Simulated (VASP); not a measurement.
# Cu2W (I4/mcm) in VASP: single point with PBE

Aim: the single point of Cu2W with PBE.

Everything below comes from runs of VASP 6.6.1. Logs are shortened: lines on timing, memory, paths and dates and some standing lists are left out, and cuts for length are marked.

### Step 1. The cell of the first run

It takes space group I4/mcm (No. 140, tetragonal). Conventional cell: a = 6.140 Å, b = 6.140 Å, c = 4.841 Å, α = 90.00°, β = 90.00°, γ = 90.00°. Cu (site symmetry m2m) has 11 Cu at 2.46 to 3.35 Å and 4 W at 2.66 Å within 3.4 Å. W (site symmetry 422) has 2 W at 2.42 Å and 8 Cu at 2.66 Å within 3.2 Å.

The cell was built from a structure type or drawn by symmetry, and may not be a known phase.

### Step 2. Single point, PBE

Input file INCAR:

```
  PREC = Accurate
  ENCUT = 520
  EDIFF = 1E-7
  ISMEAR = 0
  SIGMA = 0.1
  LREAL = False
  LASPH = True
  NELM = 80
  ALGO = Fast
  ISIF = 2
  LWAVE = False
  LCHARG = False
  GGA = PE
  NBANDS = 45
```

Input file KPOINTS:

```
regular mesh
0
Gamma
  10 10 10
```

Input file POSCAR:

```
Cu2W
1.0
   -3.0701145758      3.0701145758      2.4205479025
    3.0701145758     -3.0701145758      2.4205479025
    3.0701145758      3.0701145758     -2.4205479025
Cu W
4 2
Direct
    0.6418450732      0.1418450732      0.7836901464
    0.1418450732      0.3581549268      0.5000000000
    0.3581549268      0.8581549268      0.2163098536
    0.8581549268      0.6418450732      0.5000000000
    0.2500000000      0.2500000000      0.0000000000
    0.7500000000      0.7500000000      0.0000000000
```

Potentials or basis: VASP PAW PBE potentials, release 64 (Cu, W_sv).

Command:

```sh
cat potpaw_PBE.64/Cu/POTCAR potpaw_PBE.64/W_sv/POTCAR > POTCAR
mpirun -np 1 vasp_std > vasp.out
```

OUTCAR:

```text
PREC = Accurate
   ENCUT = 520
   EDIFF = 1E-7
   ISMEAR = 0
   LREAL = False
   LASPH = True
   NELM = 80
   ISIF = 2
   GGA = PE

 ion  position               nearest neighbor table
   1  0.642  0.142  0.784-   3 2.46   6 2.66   5 2.66   6 2.66   5 2.66
   2  0.142  0.358  0.500-   4 2.46   6 2.66   5 2.66   5 2.66   6 2.66
   3  0.358  0.858  0.216-   1 2.46   5 2.66   6 2.66   5 2.66   6 2.66
   4  0.858  0.642  0.500-   2 2.46   5 2.66   6 2.66   6 2.66   5 2.66
   5  0.250  0.250  0.000-   6 2.42   6 2.42   4 2.66   2 2.66   4 2.66   2 2.66   1 2.66   3 2.66
                             3 2.66   1 2.66
   6  0.750  0.750  0.000-   5 2.42   5 2.42   2 2.66   4 2.66   2 2.66   4 2.66   3 2.66   1 2.66
                             1 2.66   3 2.66

  LATTYP: Found a body centered tetragonal cell.
 ALAT       =     6.1402291516
 C/A-ratio  =     0.7884226607

  Lattice vectors:

 A1 = (  -3.0701145758,   3.0701145758,   2.4205479025)
 A2 = (   3.0701145758,  -3.0701145758,   2.4205479025)
 A3 = (   3.0701145758,   3.0701145758,  -2.4205479025)

Analysis of symmetry for initial positions (statically):
=====================================================================
 Subroutine PRICEL returns:
 Original cell was already a primitive cell.

 Routine SETGRP: Setting up the symmetry group for a
 body centered tetragonal supercell.

 Subroutine GETGRP returns: Found 16 space group operations
 (whereof  8 operations were pure point group operations)
 out of a pool of 16 trial point group operations.

The static configuration has the point symmetry C_4h.
 The point group associated with its full space group is D_4h.

Analysis of symmetry for dynamics (positions and initial velocities):
=====================================================================
 Subroutine PRICEL returns:
 Original cell was already a primitive cell.

 Routine SETGRP: Setting up the symmetry group for a
 body centered tetragonal supercell.

 Subroutine GETGRP returns: Found 16 space group operations
 (whereof  8 operations were pure point group operations)
 out of a pool of 16 trial point group operations.

The dynamic configuration has the point symmetry C_4h.
 The point group associated with its full space group is D_4h.

 Subroutine INISYM returns: Found 16 space group operations
 (whereof  8 operations are pure point group operations),
 and found     1 'primitive' translations

----------------------------------------------------------------------------------------

                                     Primitive cell

  volume of cell :      91.2605

  direct lattice vectors                    reciprocal lattice vectors
    -3.070114576  3.070114576  2.420547903     0.000000000  0.162860371  0.206564803
     3.070114576 -3.070114576  2.420547903     0.162860371  0.000000000  0.206564803
     3.070114576  3.070114576 -2.420547903     0.162860371  0.162860371  0.000000000

  length of vectors
     4.970941477  4.970941477  4.970941477     0.263044708  0.263044708  0.230319346

  position of ions in fractional coordinates (direct lattice)
     0.641845073  0.141845073  0.783690146
     0.141845073  0.358154927  0.500000000
     0.358154927  0.858154927  0.216309854
     0.858154927  0.641845073  0.500000000
     0.250000000  0.250000000  0.000000000
     0.750000000  0.750000000  0.000000000

  ion indices of the primitive-cell ions
   primitive index   ion index
                 1           1
                 2           2
                 3           3
                 4           4
                 5           5
                 6           6

----------------------------------------------------------------------------------------

 KPOINTS: regular mesh

Automatic generation of k-mesh.
 Grid dimensions read from file:
 generate k-points for:   10   10   10

 Generating k-lattice:

  Cartesian coordinates                     Fractional coordinates (reciprocal lattice)
     0.000000000  0.016286037  0.020656480     0.100000000  0.000000000  0.000000000
     0.016286037  0.000000000  0.020656480     0.000000000  0.100000000  0.000000000
     0.016286037  0.016286037  0.000000000     0.000000000  0.000000000  0.100000000

  Length of vectors
     0.026304471  0.026304471  0.023031935

  Shift w.r.t. Gamma in fractional coordinates (k-lattice)
     0.000000000  0.000000000  0.000000000

 Subroutine IBZKPT returns following result:
 ===========================================

 Found    102 irreducible k-points:

 Following reciprocal coordinates:
            Coordinates               Weight
  0.000000  0.000000  0.000000      1.000000
  0.100000 -0.000000  0.000000      8.000000
  0.200000 -0.000000  0.000000      8.000000
  0.300000  0.000000 -0.000000      8.000000
  0.400000 -0.000000  0.000000      8.000000
  0.500000  0.000000 -0.000000      4.000000
[... 16 lines left out ...]
  0.300000  0.300000 -0.000000      8.000000
  0.400000  0.300000  0.000000     16.000000
 [... further k-points ...]
   k-points           NKPTS =    102   k-points in BZ     NKDIM =    102   number of bands    NBANDS=     45
   number of dos      NEDOS =    301   number of ions     NIONS =      6
   total plane-waves  NPLWV =  64000
   dimension x,y,z NGX =    40 NGY =   40 NGZ =   40
   dimension x,y,z NGXF=    80 NGYF=   80 NGZF=   80
   ions per type =               4   2
   NGX,Y,Z   is equivalent  to a cutoff of  13.38, 13.38, 13.38 a.u.
   NGXF,Y,Z  is equivalent  to a cutoff of  26.75, 26.75, 26.75 a.u.
 SYSTEM =  unknown system
   PREC   = accura    normal or accurate (medium, high low for compatibility)
   ISTART =      0    job   : 0-new  1-cont  2-samecut
   ICHARG =      2    charge: 1-file 2-atom 10-const
   ISPIN  =      1    spin polarized calculation?
   LNONCOLLINEAR =      F non collinear calculations
   LSORBIT =      F    spin-orbit coupling
   LASPH  =      T    aspherical Exc in radial PAW
   ENCUT  =  520.0 eV  38.22 Ry    6.18 a.u.   9.24  9.24  9.24*2*pi/ulx,y,z
   NELM   =     80;   NELMIN=  2; NELMDL= -5     # of ELM steps
   EDIFF  = 0.1E-06   stopping-criterion for ELM
   LREAL  =      F    real-space projection
   EDIFFG = 0.1E-05   stopping-criterion for IOM
   NSW    =      0    number of steps for IOM
   IBRION =     -1    ionic relax: 0-MD 1-quasi-New 2-CG
   NFREE  =      0    steps in history (QN), initial steepest desc. (CG)
   ISIF   =      2    stress and relaxation
   ISYM   =      2    0-nonsym 1-usesym 2-fastsym
   POTIM  = 0.5000    time-step for ionic-motion
   TEBEG  =    0.0;   TEEND  =   0.0 temperature during run
   PSTRESS=    0.0 pullay stress
   NELECT =      72.0000    total number of electrons
   NUPDOWN=      -1.0000    fix difference up-down
   EMIN   =  10.00;   EMAX   =-10.00  energy-range for DOS
   EFERMI =   0.00;   METHOD = LEGACY
   ISMEAR =     0;   SIGMA  =   0.10  broadening in eV -4-tet -1-fermi 0-gaus
   EFERMI_NEDOS =   21; number of points for ismear=-14 and -15
   IALGO  =     68    algorithm
   IMIX   =      4    mixing-type and parameters
     AMIX     =   0.40;   BMIX     =  1.00
     AMIX_MAG =   1.60;   BMIX_MAG =  1.00
  volume/ion in A,a.u.               =      15.21       102.64
  Fermi-wavevector in a.u.,A,eV,Ry     =   1.512718  2.858623 31.134437  2.288317
  Thomas-Fermi vector in A             =   2.622605
   LORBIT       =      0    0 simple, 1 ext, 2 COOP (PROOUT), +10 PAW based schemes
   GGA     = PE    functional components
   LHFCALC =     F    Hartree Fock is set to
   AEXX    =    0.0000 exact exchange contribution
   IVDW    =     0    specifies the selected vdW correction
   LEPSILON=     F    determine dielectric tensor
   LRPA    =     F    only Hartree local field effects (RPA)
 non-spin polarized calculation
 RMM-DIIS sequential band-by-band and
 Gauss-broadening in eV      SIGMA  =   0.10
  energy-cutoff  :      520.00
  volume of cell :       91.26
 maximum number of plane-waves:      2501
 NGX is ok and might be reduce to    40
   NGX = 19   NGY = 19   NGZ = 19

 number of electron      72.0000017 magnetization

 Free energy of the ion-electron system (eV)
  ---------------------------------------------------
  ext. energy  EPLUGINS =         0.00000000
  ---------------------------------------------------
  free energy    TOTEN  =       -35.94496294 eV

  energy without entropy =      -35.91935330  energy(sigma->0) =      -35.93215812

 E-fermi :   7.3386     XC(G=0): -12.1741

 val. band max:        7.3383907877   @ k =   0.2000   0.2000   0.0000
 cond. band min:       7.3413931174   @ k =   0.1000   0.1000   0.1000
 fundamental gap:      0.0030023296
 Fermi energy:         7.3385984590

 k-point     1 :       0.0000    0.0000    0.0000
  band No.  band energies     occupation
      1     -66.6216      2.00000
      2     -66.3698      2.00000
      3     -32.0750      2.00000
      4     -30.8825      2.00000
      5     -30.8825      2.00000
      6     -30.5686      2.00000
[... 37 lines left out ...]
     44      11.2780      0.00000
     45      11.9035      0.00000

 k-point     2 :       0.1000   -0.0000    0.0000
  band No.  band energies     occupation
      1     -66.6155      2.00000
      2     -66.3761      2.00000
      3     -32.0210      2.00000
      4     -30.8752      2.00000
      5     -30.8752      2.00000
      6     -30.5766      2.00000
[... 37 lines left out ...]
     44      11.2898      0.00000
     45      11.8673      0.00000

 k-point     3 :       0.2000   -0.0000    0.0000
  band No.  band energies     occupation
      1     -66.5979      2.00000
      2     -66.3942      2.00000
      3     -31.8627      2.00000
      4     -30.8537      2.00000
      5     -30.8537      2.00000
      6     -30.5997      2.00000
[... 37 lines left out ...]
     44      11.5589      0.00000
     45      11.9705      0.00000

 k-point     4 :       0.3000    0.0000   -0.0000
  band No.  band energies     occupation
      1     -66.5703      2.00000
      2     -66.4224      2.00000
      3     -31.6113      2.00000
      4     -30.8200      2.00000
      5     -30.8199      2.00000
      6     -30.6355      2.00000
[... 901 lines left out ...]
     44      11.7527      0.00000
     45      11.8128      0.00000

 k-point    23 :       0.3000    0.3000   -0.0000
  band No.  band energies     occupation
      1     -66.5355      2.00000
      2     -66.4577      2.00000
      3     -31.2859      2.00000
      4     -30.7809      2.00000
      5     -30.7766      2.00000
      6     -30.6803      2.00000
[... 37 lines left out ...]
     44      12.2954      0.00000
     45      13.5769      0.00000

 k-point    24 :       0.4000    0.3000    0.0000
  band No.  band energies     occupation
      1     -66.5703      2.00000
      2     -66.4224      2.00000
      3     -31.6121      2.00000
      4     -30.8250      2.00000
      5     -30.8193      2.00000
      6     -30.6356      2.00000
[... 37 lines left out ...]
     44      12.5030      0.00000
     45      13.5416      0.00000

 [... further k-points ...]

------------------------ aborting loop because EDIFF is reached ----------------------------------------

  FORCE on cell =-STRESS in cart. coord.  units (eV):
  Direction    XX          YY          ZZ          XY          YZ          ZX
  --------------------------------------------------------------------------------------
  -------------------------------------------------------------------------------------
  Total        0.2700230      0.2700230      0.6809276      0.0000000      0.0000000      0.0000000
  in kB        4.7405481      4.7405481     11.9544243      0.0000000      0.0000000      0.0000000
  external PRESSURE =       7.1451735 kB  Pullay stress =       0.0000000 kB

 VOLUME and BASIS-vectors are now :
 -----------------------------------------------------------------------------
  energy-cutoff  :      520.00
  volume of cell :       91.26
      direct lattice vectors                 reciprocal lattice vectors
    -3.070114576  3.070114576  2.420547903     0.000000000  0.162860371  0.206564803
     3.070114576 -3.070114576  2.420547903     0.162860371  0.000000000  0.206564803
     3.070114576  3.070114576 -2.420547903     0.162860371  0.162860371  0.000000000

 POSITION                                       TOTAL-FORCE (eV/Angst)
 -----------------------------------------------------------------------------------
      0.87096      3.94108      0.00000        -0.002046     -0.002046     -0.000000
      2.19915      0.87096      0.00000         0.002046     -0.002046     -0.000000
      2.19915     -0.87096      2.42055         0.002046      0.002046      0.000000
      0.87096      2.19915      2.42055        -0.002046      0.002046     -0.000000
      0.00000      0.00000      1.21027        -0.000000      0.000000      0.000000
      0.00000      0.00000      3.63082        -0.000000      0.000000      0.000000
 -----------------------------------------------------------------------------------
    total drift:                               -0.000000     -0.000000      0.000000

  FREE ENERGIE OF THE ION-ELECTRON SYSTEM (eV)
  ---------------------------------------------------
  free  energy   TOTEN  =       -35.9449629436 eV

  energy  without entropy=      -35.9193532984  energy(sigma->0) =      -35.93215812
```

Run time: 12 min. Hardware: 1 thread of AMD EPYC 7R13 (Zen 3), shared host; peak memory 0.45 GiB.

What came out:

```
Free energy            : -35.9450 eV
Pressure               : 0.7 GPa
Band gap on the k mesh : zero (bands 36 and 37 overlap by 1.68 eV)
```

Forces on the atoms (eV/Å):
```
Cu  -0.002 -0.002  0.000
Cu   0.002 -0.002  0.000
Cu   0.002  0.002  0.000
Cu  -0.002  0.002  0.000
W    0.000  0.000  0.000
W    0.000  0.000  0.000
```

Caveat: spin-orbit coupling is left out, which moves the levels of the heavy elements.
